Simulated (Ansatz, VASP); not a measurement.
**Zn2Sn5N in VASP and in Ansatz**

```
Zn Sn N
1.0
     4.33011    0.00000    0.00000
     0.00000    4.33011    0.00000
     0.00000    0.00000   10.27333
Zn Sn N
2 5 1
Direct
  0.00000 0.50000 0.00000
  0.50000 0.00000 0.00000
  0.00000 0.00000 0.25414
  0.00000 0.00000 0.74586
  0.50000 0.50000 0.78755
  0.50000 0.50000 0.21245
  0.50000 0.50000 0.50000
  0.00000 0.00000 0.00000
```

Alike in both runs: functional PBE; k mesh 4 × 4 × 2; occupations gaussian, width 0.2 eV; no spin polarisation.

Ansatz relaxed the structure, and its values are those at the end. VASP's run is a single point on that final structure, the one shown.

```csv
,VASP,Ansatz
version,VASP 6.6.1,Ansatz 0.2.0
potentials or method,"VASP PAW PBE potentials, release 64 (Zn, Sn_d, N), cutoff 520 eV","scalar-relativistic, plane waves, PAW"
valence electrons in the cell,99,99
```

Ansatz gave:

- gap on the k mesh at the Fermi level (eV): none
- pressure (GPa): -0.4
- rms of the force components (eV/Å): 0.020

Question: What did VASP give for the same quantities?

Answer: gap on the k mesh at the Fermi level (eV): none; pressure (GPa): -0.3; rms of the force components (eV/Å): 0.020.

A gap of «none» marks a metal or a gap that the smearing closes. With one functional, cell and mesh, what is left measures potentials, basis and numerics.

The k mesh is coarse, so the values compare programs but aren't converged.
